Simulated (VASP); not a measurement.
# Al (Fm-3m) in VASP: elastic constants with PBE

Aim: the elastic constants of Al with PBE.

All numbers are computed with VASP 6.6.1; they aren't measurements. Logs are shortened: lines on timing, memory, paths and dates and some standing lists are left out, and cuts for length are marked.

## Step 1: The cell of the first run

Symmetry: Fm-3m, No. 225, cubic system. Conventional cell: a = 4.043 Å, b = 4.043 Å, c = 4.043 Å, α = 90.00°, β = 90.00°, γ = 90.00°. Within 3.8 Å of Al (site symmetry m-3m) lie 12 Al at 2.86 Å.

## Step 2: Elastic constants, PBE

Contents of INCAR:

```
PREC = Accurate ; ENCUT = 600
EDIFF = 1E-8 ; ISMEAR = -1
SIGMA = 0.15 ; LREAL = False
LASPH = True ; NELM = 60
ALGO = Normal ; ISIF = 3
LWAVE = False ; LCHARG = False
GGA = PE ; IBRION = 6
NFREE = 2 ; POTIM = 0.015
NSW = 1
```

Contents of KPOINTS:

```
regular mesh
0
Gamma
  18 18 18
```

Contents of POSCAR:

```
Al
1.0
    0.0000000000      2.0212850820      2.0212850820
    2.0212850820      0.0000000000      2.0212850820
    2.0212850820      2.0212850820      0.0000000000
Al
1
Direct
    0.0000000000      0.0000000000      0.0000000000
```

Potentials or basis: VASP PAW PBE potentials, release 64 (Al).

Run with:

```
$ cat potpaw_PBE.64/Al/POTCAR > POTCAR
$ mpirun -np 1 vasp_std > vasp.out
```

OUTCAR:

```text
PREC = Accurate
   ENCUT = 600
   EDIFF = 1E-8
   ISMEAR = -1
   LREAL = False
   LASPH = True
   NELM = 60
   ISIF = 3
   GGA = PE
   IBRION = 6
   NFREE = 2
   POTIM = 0.015
   NSW = 1

 ion  position               nearest neighbor table
   1  0.000  0.000  0.000-

  LATTYP: Found a face centered cubic cell.
 ALAT       =     4.0425701640

  Lattice vectors:

 A1 = (   0.0000000000,   2.0212850820,   2.0212850820)
 A2 = (   2.0212850820,   0.0000000000,   2.0212850820)
 A3 = (   2.0212850820,   2.0212850820,   0.0000000000)

Analysis of symmetry for initial positions (statically):
=====================================================================
 Subroutine PRICEL returns:
 Original cell was already a primitive cell.

 Routine SETGRP: Setting up the symmetry group for a
 face centered cubic supercell.

 Subroutine GETGRP returns: Found 48 space group operations
 (whereof 48 operations were pure point group operations)
 out of a pool of 48 trial point group operations.

The static configuration has the point symmetry O_h .

Analysis of symmetry for dynamics (positions and initial velocities):
=====================================================================
 Subroutine PRICEL returns:
 Original cell was already a primitive cell.

 Routine SETGRP: Setting up the symmetry group for a
 face centered cubic supercell.

 Subroutine GETGRP returns: Found 48 space group operations
 (whereof 48 operations were pure point group operations)
 out of a pool of 48 trial point group operations.

The dynamic configuration has the point symmetry O_h .

 Subroutine INISYM returns: Found 48 space group operations
 (whereof 48 operations are pure point group operations),
 and found     1 'primitive' translations

----------------------------------------------------------------------------------------

                                     Primitive cell

  volume of cell :      16.5163

  direct lattice vectors                    reciprocal lattice vectors
     0.000000000  2.021285082  2.021285082    -0.247367382  0.247367382  0.247367382
     2.021285082  0.000000000  2.021285082     0.247367382 -0.247367382  0.247367382
     2.021285082  2.021285082  0.000000000     0.247367382  0.247367382 -0.247367382

  length of vectors
     2.858528776  2.858528776  2.858528776     0.428452875  0.428452875  0.428452875

  position of ions in fractional coordinates (direct lattice)
     0.000000000  0.000000000  0.000000000

  ion indices of the primitive-cell ions
   primitive index   ion index
                 1           1

----------------------------------------------------------------------------------------

 KPOINTS: regular mesh

Automatic generation of k-mesh.
 Grid dimensions read from file:
 generate k-points for:   18   18   18

 Generating k-lattice:

  Cartesian coordinates                     Fractional coordinates (reciprocal lattice)
    -0.013742632  0.013742632  0.013742632     0.055555556  0.000000000  0.000000000
     0.013742632 -0.013742632  0.013742632     0.000000000  0.055555556  0.000000000
     0.013742632  0.013742632 -0.013742632     0.000000000  0.000000000  0.055555556

  Length of vectors
     0.023802937  0.023802937  0.023802937

  Shift w.r.t. Gamma in fractional coordinates (k-lattice)
     0.000000000  0.000000000  0.000000000

 Subroutine IBZKPT returns following result:
 ===========================================

 Found    195 irreducible k-points:

 Following reciprocal coordinates:
            Coordinates               Weight
  0.000000  0.000000  0.000000      1.000000
  0.055556  0.000000  0.000000      8.000000
  0.111111  0.000000  0.000000      8.000000
  0.166667  0.000000  0.000000      8.000000
  0.222222  0.000000  0.000000      8.000000
  0.277778  0.000000  0.000000      8.000000
[... 16 lines left out ...]
 -0.277778  0.055556  0.000000     24.000000
 -0.222222  0.055556  0.000000     24.000000
 [... further k-points ...]
   k-points           NKPTS =    195   k-points in BZ     NKDIM =    195   number of bands    NBANDS=      5
   number of dos      NEDOS =    301   number of ions     NIONS =      1
   total plane-waves  NPLWV =  13824
   dimension x,y,z NGX =    24 NGY =   24 NGZ =   24
   dimension x,y,z NGXF=    48 NGYF=   48 NGZF=   48
   ions per type =               1
   NGX,Y,Z   is equivalent  to a cutoff of  13.96, 13.96, 13.96 a.u.
   NGXF,Y,Z  is equivalent  to a cutoff of  27.92, 27.92, 27.92 a.u.
 SYSTEM =  unknown system
   PREC   = accura    normal or accurate (medium, high low for compatibility)
   ISTART =      0    job   : 0-new  1-cont  2-samecut
   ICHARG =      2    charge: 1-file 2-atom 10-const
   ISPIN  =      1    spin polarized calculation?
   LNONCOLLINEAR =      F non collinear calculations
   LSORBIT =      F    spin-orbit coupling
   LASPH  =      T    aspherical Exc in radial PAW
   ENCUT  =  600.0 eV  44.10 Ry    6.64 a.u.   5.71  5.71  5.71*2*pi/ulx,y,z
   NELM   =     60;   NELMIN=  2; NELMDL= -5     # of ELM steps
   EDIFF  = 0.1E-07   stopping-criterion for ELM
   LREAL  =      F    real-space projection
   EDIFFG = 0.1E-06   stopping-criterion for IOM
   NSW    =     49    number of steps for IOM
   IBRION =      6    ionic relax: 0-MD 1-quasi-New 2-CG
   NFREE  =      2    steps in history (QN), initial steepest desc. (CG)
   ISIF   =      3    stress and relaxation
   ISYM   =      2    0-nonsym 1-usesym 2-fastsym
   POTIM  = 0.0150    time-step for ionic-motion
   TEBEG  =    0.0;   TEEND  =   0.0 temperature during run
   PSTRESS=    0.0 pullay stress
   NELECT =       3.0000    total number of electrons
   NUPDOWN=      -1.0000    fix difference up-down
   EMIN   =  10.00;   EMAX   =-10.00  energy-range for DOS
   EFERMI =   0.00;   METHOD = LEGACY
   ISMEAR =    -1;   SIGMA  =   0.15  broadening in eV -4-tet -1-fermi 0-gaus
   EFERMI_NEDOS =   21; number of points for ismear=-14 and -15
   IALGO  =     38    algorithm
   IMIX   =      4    mixing-type and parameters
     AMIX     =   0.40;   BMIX     =  1.00
     AMIX_MAG =   1.60;   BMIX_MAG =  1.00
  volume/ion in A,a.u.               =      16.52       111.46
  Fermi-wavevector in a.u.,A,eV,Ry     =   0.927138  1.752037 11.695360  0.859585
  Thomas-Fermi vector in A             =   2.053175
   LORBIT       =      0    0 simple, 1 ext, 2 COOP (PROOUT), +10 PAW based schemes
   GGA     = PE    functional components
   LHFCALC =     F    Hartree Fock is set to
   AEXX    =    0.0000 exact exchange contribution
   IVDW    =     0    specifies the selected vdW correction
   LEPSILON=     F    determine dielectric tensor
   LRPA    =     F    only Hartree local field effects (RPA)
 finite differences with symmetry
 non-spin polarized calculation
  energy-cutoff  :      600.00
  volume of cell :       16.52
 maximum number of plane-waves:       568
   NGX = 11   NGY = 11   NGZ = 11

--------------------------------------- Ionic step        1  -------------------------------------------

 number of electron       3.0000000 magnetization

 Free energy of the ion-electron system (eV)
  ---------------------------------------------------
  ext. energy  EPLUGINS =         0.00000000
  ---------------------------------------------------
  free energy    TOTEN  =        -3.75996113 eV

  energy without entropy =       -3.72863598  energy(sigma->0) =       -3.74429856

------------------------ aborting loop because EDIFF is reached ----------------------------------------

  FORCE on cell =-STRESS in cart. coord.  units (eV):
  Direction    XX          YY          ZZ          XY          YZ          ZX
  --------------------------------------------------------------------------------------
  -------------------------------------------------------------------------------------
  Total       -0.0063364     -0.0063364     -0.0063364      0.0000000     -0.0000000      0.0000000
  in kB       -0.6146664     -0.6146664     -0.6146664      0.0000000     -0.0000000      0.0000000
  external PRESSURE =      -0.6146664 kB  Pullay stress =       0.0000000 kB
[... 86 lines left out ...]
  FREE ENERGIE OF THE ION-ELECTRON SYSTEM (eV)
  ---------------------------------------------------
  free  energy   TOTEN  =        -3.7587930360 eV

  energy  without entropy=       -3.7279687490  energy(sigma->0) =       -3.74338089

[... ionic steps 4 to 12 ...]

--------------------------------------- Ionic step       13  -------------------------------------------

 number of electron       3.0000000 magnetization

------------------------ aborting loop because EDIFF is reached ----------------------------------------
[... 65 lines left out ...]
--------------------------------------- Ionic step       15  -------------------------------------------

 number of electron       3.0000000 magnetization

 Free energy of the ion-electron system (eV)
  ---------------------------------------------------
  ext. energy  EPLUGINS =         0.00000000
  ---------------------------------------------------
  free energy    TOTEN  =        -3.75996114 eV

  energy without entropy =       -3.72863599  energy(sigma->0) =       -3.74429857

 E-fermi :   7.9793     XC(G=0): -10.1931

 val. band max:        7.9748862415   @ k =  -0.2778   0.2778   0.0556
 cond. band min:       7.9827415853   @ k =  -0.2778   0.5000   0.2222
 fundamental gap:      0.0078553438
 Fermi energy:         7.9792869197

 k-point     1 :       0.0000    0.0000    0.0000
  band No.  band energies     occupation
      1      -3.1379      2.00000
      2      20.6034      0.00000
      3      20.6034      0.00000
      4      20.6034      0.00000
      5      22.0878      0.00000
[... 177 lines left out ...]
 k-point    24 :      -0.2222    0.0556    0.0000
  band No.  band energies     occupation
      1      -1.4978      2.00000
      2      11.8283      0.00000
      3      17.2682      0.00000
      4      20.1179      0.00000
      5      21.8627      0.00000

 [... further k-points ...]
[... 5 lines left out ...]
  --------------------------------------------------------------------------------------
  -------------------------------------------------------------------------------------
  Total       -0.0063358     -0.0063358     -0.0063358      0.0000000     -0.0000000     -0.0000000
  in kB       -0.6146101     -0.6146101     -0.6146101      0.0000000     -0.0000000     -0.0000000
  external PRESSURE =      -0.6146101 kB  Pullay stress =       0.0000000 kB
[... 16 lines left out ...]
  FREE ENERGIE OF THE ION-ELECTRON SYSTEM (eV)
  ---------------------------------------------------
  free  energy   TOTEN  =        -3.7599611390 eV

  energy  without entropy=       -3.7286359917  energy(sigma->0) =       -3.74429857

 INTERNAL STRAIN TENSORS FROM STRAINED CELLS
 ============================================

 INTERNAL STRAIN TENSOR FOR ION    1 for displacements in x,y,z  (eV/Angst):
          X           Y           Z          XY          YZ          ZX
  --------------------------------------------------------------------------------
  x     0.00000     0.00000     0.00000     0.00000    -0.00000     0.00000
  y     0.00000     0.00000    -0.00000     0.00000    -0.00000     0.00000
  z     0.00000    -0.00000    -0.00000     0.00000     0.00000     0.00000

 INTERNAL STRAIN TENSORS FROM DISPLACED ATOMS
 ============================================

 INTERNAL STRAIN TENSOR FOR ION    1 for displacements in x,y,z  (eV/Angst):
          X           Y           Z          XY          YZ          ZX
  --------------------------------------------------------------------------------
  x     0.00000     0.00000     0.00000     0.00000     0.00000     0.00000
  y     0.00000     0.00000     0.00000     0.00000     0.00000     0.00000
  z     0.00000     0.00000     0.00000     0.00000     0.00000     0.00000

 Eigenvectors and eigenvalues of the dynamical matrix
 ----------------------------------------------------

   1 f/i=    0.000000 THz     0.000000 2PiTHz    0.000000 cm-1     0.000000 meV
             X         Y         Z           dx          dy          dz
      0.000000  0.000000  0.000000     0.707107   -0.707107    0.000000

   2 f/i=    0.000000 THz     0.000000 2PiTHz    0.000000 cm-1     0.000000 meV
             X         Y         Z           dx          dy          dz
      0.000000  0.000000  0.000000    -0.707107   -0.707107    0.000000

   3 f/i=    0.000000 THz     0.000000 2PiTHz    0.000000 cm-1     0.000000 meV
             X         Y         Z           dx          dy          dz
      0.000000  0.000000  0.000000     0.000000    0.000000    1.000000

--------------------------------------------------------------------------------------------------------

 ELASTIC MODULI CONTR FROM IONIC RELAXATION (kBar)
 Direction    XX          YY          ZZ          XY          YZ          ZX
 --------------------------------------------------------------------------------
 XX           0.0000      0.0000      0.0000      0.0000      0.0000      0.0000
 YY           0.0000      0.0000      0.0000      0.0000      0.0000      0.0000
 ZZ           0.0000      0.0000      0.0000      0.0000      0.0000      0.0000
 XY           0.0000      0.0000      0.0000      0.0000      0.0000      0.0000
 YZ           0.0000      0.0000      0.0000      0.0000      0.0000      0.0000
 ZX           0.0000      0.0000      0.0000      0.0000      0.0000      0.0000
 --------------------------------------------------------------------------------

 TOTAL ELASTIC MODULI (kBar)
 Direction    XX          YY          ZZ          XY          YZ          ZX
 --------------------------------------------------------------------------------
 XX        1040.3204    640.2317    640.2317      0.0000      0.0000     -0.0000
 YY         640.2317   1040.3204    640.2317      0.0000     -0.0000      0.0000
 ZZ         640.2317    640.2317   1040.3204      0.0000     -0.0000      0.0000
 XY           0.0000      0.0000      0.0000    263.5046     -0.0000      0.0000
 YZ           0.0000     -0.0000     -0.0000     -0.0000    263.5046      0.0000
 ZX          -0.0000      0.0000      0.0000      0.0000      0.0000    263.5046
 --------------------------------------------------------------------------------
```

Wall time 5.2 min (1 thread of Intel Xeon Platinum 8259CL at 2.50GHz (Skylake/Cascade Lake), shared host); peak memory 0.38 GiB.

Results:

* Elastic constants C11, C12, C44: 104, 64, 26 GPa
* Voigt bulk modulus: 77 GPa

Elastic tensor in Voigt notation (GPa, in the Cartesian axes of the cell as first typed):
```
104  64  64   0   0   0
 64 104  64   0   0   0
 64  64 104   0   0   0
  0   0   0  26   0   0
  0   0   0   0  26   0
  0   0   0   0   0  26
```

Clamped-ion elastic tensor (GPa):
```
104  64  64   0   0   0
 64 104  64   0   0   0
 64  64 104   0   0   0
  0   0   0  26   0   0
  0   0   0   0  26   0
  0   0   0   0   0  26
```
